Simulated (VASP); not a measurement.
# Te2Mo in VASP: single point with PBE

Aim: the single point of Te2Mo with PBE.

Everything below comes from runs of VASP 6.6.1. Logs are shortened: lines on timing, memory, paths and dates and some standing lists are left out, and cuts for length are marked.

## (1) The cell of the first run

The cell holds a slab with vacuum, 9 atoms: a = 3.556 Å, b = 3.556 Å, c = 32.153 Å, α = 90.00°, β = 90.00°, γ = 120.00°.

## (2) Single point, PBE (atoms displaced along a vibrational mode)

Contents of INCAR:

```
PREC = Accurate
ENCUT = 520
EDIFF = 1E-6
ISMEAR = 0
SIGMA = 0.05
LREAL = False
LASPH = True
NELM = 100
ALGO = Normal
ISIF = 2
LWAVE = False
LCHARG = False
GGA = PE
NBANDS = 49
```

Contents of KPOINTS:

```
regular mesh
0
Gamma
  9 9 1
```

Contents of POSCAR:

```
Te2Mo
1.0
    3.5561516160      0.0000000000      0.0000000000
   -1.7780758080      3.0797176391      0.0000000000
    0.0000000000      0.0000000000     32.1528759490
Te Mo
6 3
Direct
    0.0003109589      0.0006219177      0.9437597132
    0.3333319857      0.6666639714      0.7054970517
    0.3514031717      0.7028063434      0.1820470140
    0.3333337900      0.6666675800      0.8179529860
    0.3153599327      0.6307198654      0.2945029483
   -0.0003717448     -0.0007434897      0.0562402868
   -0.0000002954     -0.0000005909      0.7617063089
   -0.0000243074     -0.0000486148      0.2382936911
    0.3333117092      0.6666234184      0.0000000000
```

Potentials or basis: VASP PAW PBE potentials, release 64 (Te, Mo_sv).

Started as:

```console
> cat potpaw_PBE.64/Te/POTCAR potpaw_PBE.64/Mo_sv/POTCAR > POTCAR
> mpirun -np 1 vasp_std > vasp.out
```

OUTCAR:

```text
PREC = Accurate
   ENCUT = 520
   EDIFF = 1E-6
   ISMEAR = 0
   LREAL = False
   LASPH = True
   NELM = 100
   ISIF = 2
   GGA = PE

 ion  position               nearest neighbor table
   1  0.000  0.001  0.944-   9 2.73   9 2.74   9 2.74   6 3.62
   2  0.333  0.667  0.705-   7 2.74   7 2.74   7 2.74   4 3.62
   3  0.351  0.703  0.182-   8 2.70   8 2.70   8 2.82   5 3.62
   4  0.333  0.667  0.818-   7 2.74   7 2.74   7 2.74   2 3.62
   5  0.315  0.631  0.295-   8 2.65   8 2.78   8 2.78   3 3.62
   6  1.000  0.999  0.056-   9 2.74   9 2.74   9 2.74   1 3.62
   7  1.000  1.000  0.762-   2 2.74   2 2.74   2 2.74   4 2.74   4 2.74   4 2.74
   8  1.000  1.000  0.238-   5 2.65   3 2.70   3 2.70   5 2.78   5 2.78   3 2.82
   9  0.333  0.667  0.000-   1 2.73   6 2.74   6 2.74   1 2.74   1 2.74   6 2.74

  LATTYP: Found a hexagonal cell.
 ALAT       =     3.5561516160
 C/A-ratio  =     9.0414806288

  Lattice vectors:

 A1 = (   3.5561516160,   0.0000000000,   0.0000000000)
 A2 = (  -1.7780758080,   3.0797176391,   0.0000000000)
 A3 = (   0.0000000000,   0.0000000000,  32.1528759490)

Analysis of symmetry for initial positions (statically):
=====================================================================
 Subroutine PRICEL returns:
 Original cell was already a primitive cell.

 Routine SETGRP: Setting up the symmetry group for a
 hexagonal supercell.

 Subroutine GETGRP returns: Found  2 space group operations
 (whereof  2 operations were pure point group operations)
 out of a pool of 24 trial point group operations.

The static configuration has the point symmetry C_1h.

Analysis of symmetry for dynamics (positions and initial velocities):
=====================================================================
 Subroutine PRICEL returns:
 Original cell was already a primitive cell.

 Routine SETGRP: Setting up the symmetry group for a
 hexagonal supercell.

 Subroutine GETGRP returns: Found  2 space group operations
 (whereof  2 operations were pure point group operations)
 out of a pool of 24 trial point group operations.

The dynamic configuration has the point symmetry C_1h.

 Subroutine INISYM returns: Found  2 space group operations
 (whereof  2 operations are pure point group operations),
 and found     1 'primitive' translations

----------------------------------------------------------------------------------------

                                     Primitive cell

  volume of cell :     352.1365

  direct lattice vectors                    reciprocal lattice vectors
     3.556151616  0.000000000  0.000000000     0.281202859  0.162352546  0.000000000
    -1.778075808  3.079717639  0.000000000     0.000000000  0.324705092  0.000000000
     0.000000000  0.000000000 32.152875949     0.000000000  0.000000000  0.031101417

  length of vectors
     3.556151616  3.556151616 32.152875949     0.324705092  0.324705092  0.031101417

  position of ions in fractional coordinates (direct lattice)
     0.000310959  0.000621918  0.943759713
     0.333331986  0.666663971  0.705497052
     0.351403172  0.702806343  0.182047014
     0.333333790  0.666667580  0.817952986
     0.315359933  0.630719865  0.294502948
     0.999628255  0.999256510  0.056240287
     0.999999705  0.999999409  0.761706309
     0.999975693  0.999951385  0.238293691
     0.333311709  0.666623418  0.000000000

  ion indices of the primitive-cell ions
   primitive index   ion index
                 1           1
                 2           2
                 3           3
                 4           4
                 5           5
                 6           6
                 7           7
                 8           8
                 9           9

----------------------------------------------------------------------------------------

 KPOINTS: regular mesh

Automatic generation of k-mesh.
 Grid dimensions read from file:
 generate k-points for:    9    9    1

 Generating k-lattice:

  Cartesian coordinates                     Fractional coordinates (reciprocal lattice)
     0.031244762  0.018039172  0.000000000     0.111111111 -0.000000000  0.000000000
     0.000000000  0.036078344  0.000000000     0.000000000  0.111111111  0.000000000
     0.000000000  0.000000000  0.031101417     0.000000000  0.000000000  1.000000000

  Length of vectors
     0.036078344  0.036078344  0.031101417

  Shift w.r.t. Gamma in fractional coordinates (k-lattice)
     0.000000000  0.000000000  0.000000000

 Subroutine IBZKPT returns following result:
 ===========================================

 Found     25 irreducible k-points:

 Following reciprocal coordinates:
            Coordinates               Weight
  0.000000  0.000000  0.000000      1.000000
  0.111111 -0.000000  0.000000      4.000000
  0.000000  0.111111  0.000000      2.000000
  0.222222  0.000000  0.000000      4.000000
  0.000000  0.222222  0.000000      2.000000
  0.333333  0.000000  0.000000      4.000000
[... 16 lines left out ...]
 -0.222222 -0.444444  0.000000      4.000000
  0.444444  0.333333  0.000000      4.000000
   k-points           NKPTS =     25   k-points in BZ     NKDIM =     25   number of bands    NBANDS=     49
   number of dos      NEDOS =    301   number of ions     NIONS =      9
   total plane-waves  NPLWV = 188160
   dimension x,y,z NGX =    28 NGY =   28 NGZ =  240
   dimension x,y,z NGXF=    56 NGYF=   56 NGZF=  480
   ions per type =               6   3
   NGX,Y,Z   is equivalent  to a cutoff of  13.09, 13.09, 12.41 a.u.
   NGXF,Y,Z  is equivalent  to a cutoff of  26.18, 26.18, 24.82 a.u.
 SYSTEM =  unknown system
   PREC   = accura    normal or accurate (medium, high low for compatibility)
   ISTART =      0    job   : 0-new  1-cont  2-samecut
   ICHARG =      2    charge: 1-file 2-atom 10-const
   ISPIN  =      1    spin polarized calculation?
   LNONCOLLINEAR =      F non collinear calculations
   LSORBIT =      F    spin-orbit coupling
   LASPH  =      T    aspherical Exc in radial PAW
   ENCUT  =  520.0 eV  38.22 Ry    6.18 a.u.   6.61  6.61 59.78*2*pi/ulx,y,z
   NELM   =    100;   NELMIN=  2; NELMDL= -5     # of ELM steps
   EDIFF  = 0.1E-05   stopping-criterion for ELM
   LREAL  =      F    real-space projection
   EDIFFG = 0.1E-04   stopping-criterion for IOM
   NSW    =      0    number of steps for IOM
   IBRION =     -1    ionic relax: 0-MD 1-quasi-New 2-CG
   NFREE  =      0    steps in history (QN), initial steepest desc. (CG)
   ISIF   =      2    stress and relaxation
   ISYM   =      2    0-nonsym 1-usesym 2-fastsym
   POTIM  = 0.5000    time-step for ionic-motion
   TEBEG  =    0.0;   TEEND  =   0.0 temperature during run
   PSTRESS=    0.0 pullay stress
   NELECT =      78.0000    total number of electrons
   NUPDOWN=      -1.0000    fix difference up-down
   EMIN   =  10.00;   EMAX   =-10.00  energy-range for DOS
   EFERMI =   0.00;   METHOD = LEGACY
   ISMEAR =     0;   SIGMA  =   0.05  broadening in eV -4-tet -1-fermi 0-gaus
   EFERMI_NEDOS =   21; number of points for ismear=-14 and -15
   IALGO  =     38    algorithm
   IMIX   =      4    mixing-type and parameters
     AMIX     =   0.40;   BMIX     =  1.00
     AMIX_MAG =   1.60;   BMIX_MAG =  1.00
  volume/ion in A,a.u.               =      39.13       264.04
  Fermi-wavevector in a.u.,A,eV,Ry     =   0.990534  1.871838 13.349458  0.981158
  Thomas-Fermi vector in A             =   2.122211
   LORBIT       =      0    0 simple, 1 ext, 2 COOP (PROOUT), +10 PAW based schemes
   GGA     = PE    functional components
   LHFCALC =     F    Hartree Fock is set to
   AEXX    =    0.0000 exact exchange contribution
   IVDW    =     0    specifies the selected vdW correction
   LEPSILON=     F    determine dielectric tensor
   LRPA    =     F    only Hartree local field effects (RPA)
 non-spin polarized calculation
 Gauss-broadening in eV      SIGMA  =   0.05
  energy-cutoff  :      520.00
  volume of cell :      352.14
 maximum number of plane-waves:      9567
   NGX = 13   NGY = 13   NGZ =119

 number of electron      77.9999996 magnetization

 Free energy of the ion-electron system (eV)
  ---------------------------------------------------
  ext. energy  EPLUGINS =         0.00000000
  ---------------------------------------------------
  free energy    TOTEN  =       -54.02492950 eV

  energy without entropy =      -54.02492950  energy(sigma->0) =      -54.02492950

 E-fermi :   3.5930     XC(G=0):  -7.2313

 val. band max:        3.3602125984   @ k =   0.3333   0.3333   0.0000
 cond. band min:       4.3994679826   @ k =   0.3333   0.3333   0.0000
 fundamental gap:      1.0392553842
 Fermi energy:         3.5930057122

 k-point     1 :       0.0000    0.0000    0.0000
  band No.  band energies     occupation
      1     -57.3609      2.00000
      2     -57.3597      2.00000
      3     -57.3576      2.00000
      4     -31.5069      2.00000
      5     -31.5061      2.00000
      6     -31.5048      2.00000
[... 41 lines left out ...]
     48       6.6573      0.00000
     49       6.6767      0.00000

 k-point     2 :       0.1111   -0.0000    0.0000
  band No.  band energies     occupation
      1     -57.3599      2.00000
      2     -57.3587      2.00000
      3     -57.3566      2.00000
      4     -31.5040      2.00000
      5     -31.5032      2.00000
      6     -31.5019      2.00000
[... 41 lines left out ...]
     48       6.3374      0.00000
     49       6.5015      0.00000

 k-point     3 :       0.0000    0.1111    0.0000
  band No.  band energies     occupation
      1     -57.3599      2.00000
      2     -57.3587      2.00000
      3     -57.3566      2.00000
      4     -31.5040      2.00000
      5     -31.5032      2.00000
      6     -31.5019      2.00000
[... 1081 lines left out ...]
     48       5.6002      0.00000
     49       6.8146      0.00000

 k-point    24 :       0.4444    0.3333    0.0000
  band No.  band energies     occupation
      1     -57.3520      2.00000
      2     -57.3508      2.00000
      3     -57.3487      2.00000
      4     -31.5006      2.00000
      5     -31.4994      2.00000
      6     -31.4985      2.00000
[... 41 lines left out ...]
     48       5.5802      0.00000
     49       6.8466      0.00000

 [... further k-points ...]

------------------------ aborting loop because EDIFF is reached ----------------------------------------

  FORCE on cell =-STRESS in cart. coord.  units (eV):
  Direction    XX          YY          ZZ          XY          YZ          ZX
  --------------------------------------------------------------------------------------
  -------------------------------------------------------------------------------------
  Total        0.0626032      0.0537461      0.4552614      0.0000000      2.4701523      0.0000000
  in kB        0.2848368      0.2445380      2.0713829      0.0000000     11.2388874      0.0000000
  external PRESSURE =       0.8669192 kB  Pullay stress =       0.0000000 kB

 VOLUME and BASIS-vectors are now :
 -----------------------------------------------------------------------------
  energy-cutoff  :      520.00
  volume of cell :      352.14
      direct lattice vectors                 reciprocal lattice vectors
     3.556151616  0.000000000  0.000000000     0.281202859  0.162352546  0.000000000
    -1.778075808  3.079717639  0.000000000     0.000000000  0.324705092  0.000000000
     0.000000000  0.000000000 32.152875949     0.000000000  0.000000000  0.031101417

 POSITION                                       TOTAL-FORCE (eV/Angst)
 -----------------------------------------------------------------------------------
      0.00000      0.00192     30.34459         0.000000     -0.012646     -0.013007
      0.00000      2.05314     22.68376         0.000000      0.000114     -0.013816
      0.00000      2.16445      5.85334        -0.000000     -0.617824     -0.101550
     -0.00000      2.05315     26.29954         0.000000     -0.000048      0.012877
     -0.00000      1.94244      9.46912         0.000000      0.733531      0.115722
      1.77808      3.07743      1.80829        -0.000000      0.014903      0.012858
      1.77808      3.07972     24.49105         0.000000      0.000022      0.000158
      1.77808      3.07957      7.66183        -0.000000     -0.118687     -0.013163
     -0.00000      2.05301      0.00000         0.000000      0.000635     -0.000080
 -----------------------------------------------------------------------------------
    total drift:                               -0.000000     -0.000114     -0.000008

  FREE ENERGIE OF THE ION-ELECTRON SYSTEM (eV)
  ---------------------------------------------------
  free  energy   TOTEN  =       -54.0249294990 eV

  energy  without entropy=      -54.0249294990  energy(sigma->0) =      -54.02492950
```

Wall time 15 min (1 thread of Oxide Virtual Turin-like, shared host); peak memory 0.63 GiB.

Results:

```
Free energy            : -54.0249 eV
Largest force          : 0.743 eV/Å
Band gap on the k mesh : 1.04 eV
```

Forces on the atoms (eV/Å):
```
Te   0.000 -0.013 -0.013
Te   0.000  0.000 -0.014
Te   0.000 -0.618 -0.102
Te   0.000  0.000  0.013
Te   0.000  0.734  0.116
Te   0.000  0.015  0.013
Mo   0.000  0.000  0.000
Mo   0.000 -0.119 -0.013
Mo   0.000  0.001  0.000
```

Levels at points of the mesh, in eV from the valence-band top:
| k point | band 36 | band 37 | band 38 | band 39 | band 40 | band 41 | band 42 | band 43 |
| --- | --- | --- | --- | --- | --- | --- | --- | --- |
| (0.00, 0.00, 0.00) | -0.90 | -0.61 | -0.33 | -0.17 | 2.94 | 2.97 | 3.00 | 3.00 |

Caveat: the cell differs from its parent crystal (atoms displaced along a vibrational mode); there is no dipole correction, which matters where the two faces differ; spin-orbit coupling is left out, which moves the levels of the heavy elements.
